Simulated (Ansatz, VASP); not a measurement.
One calculation of Al, two programs

File POSCAR:

```
Al
1.0
   -1.5457098355      1.5457098355      1.5457098355
    1.5457098355     -1.5457098355      1.5457098355
    1.5457098355      1.5457098355     -1.5457098355
Al
1
Direct
    0.0000000000      0.0000000000      0.0000000000
```

The input INCAR.step1:

```
SYSTEM = Al
PREC = Accurate
ENCUT = 550
ISMEAR = 0
SIGMA = 0.1
LREAL = .FALSE.
LASPH = .TRUE.
NELM = 120
NBANDS = 8
GGA = PE
ALGO = Normal
EDIFF = 1E-5
LWAVE = .TRUE.
LCHARG = .FALSE.
GGA_COMPAT = .FALSE.
```

INCAR.step2

```
SYSTEM = Al
PREC = Accurate
ENCUT = 550
EDIFF = 1E-6
ISMEAR = 0
SIGMA = 0.1
LREAL = .FALSE.
LASPH = .TRUE.
NELM = 120
ALGO = Normal
ISIF = 2
LWAVE = .FALSE.
LCHARG = .FALSE.
METAGGA = R2SCAN
LMIXTAU = .TRUE.
NBANDS = 8
ISTART = 1
GGA_COMPAT = .FALSE.
```

File KPOINTS:

```
regular mesh
0
G
  18 18 18
  0 0 0
```

Input for Ansatz:

```yaml
crystal:
  lattice:
    - [-1.5457098355, 1.5457098355, 1.5457098355]
    - [1.5457098355, -1.5457098355, 1.5457098355]
    - [1.5457098355, 1.5457098355, -1.5457098355]
  atoms:
    - { symbol: Al, position: [0.0, 0.0, 0.0] }
basis:
  precision: f64
kpoints:
  mp_grid: { grid: [18, 18, 18] }
hamiltonian:
  xc: r2scan
scf:
  occupations: { method: gaussian, width: 0.1 }
  eigensolver: { kind: davidson }
output:
  forces: true
  eigenvalues: true
  stress: true
```

Alike in both runs: task single point; functional r2SCAN; k mesh 18 × 18 × 18; occupations gaussian, width 0.1 eV; no spin polarisation.

|  | VASP | Ansatz |
| --- | --- | --- |
| version | VASP 6.6.1 | Ansatz 0.2.0 |
| potentials or method | VASP PAW PBE potentials, release 64 (Al) | scalar-relativistic, plane waves, PAW |
| plane-wave cutoff (eV) | 550 | 500 |
| valence electrons in the cell | 3 | 3 |

```tsv
	VASP	Ansatz	Ansatz less VASP
gap on the k mesh at the Fermi level (eV)	none	none	-
pressure (GPa)	8.9	9.3	+0.42
```

VASP's potentials were made for PBE, not for r2SCAN. A gap of «none» marks a metal or a gap that the smearing closes.
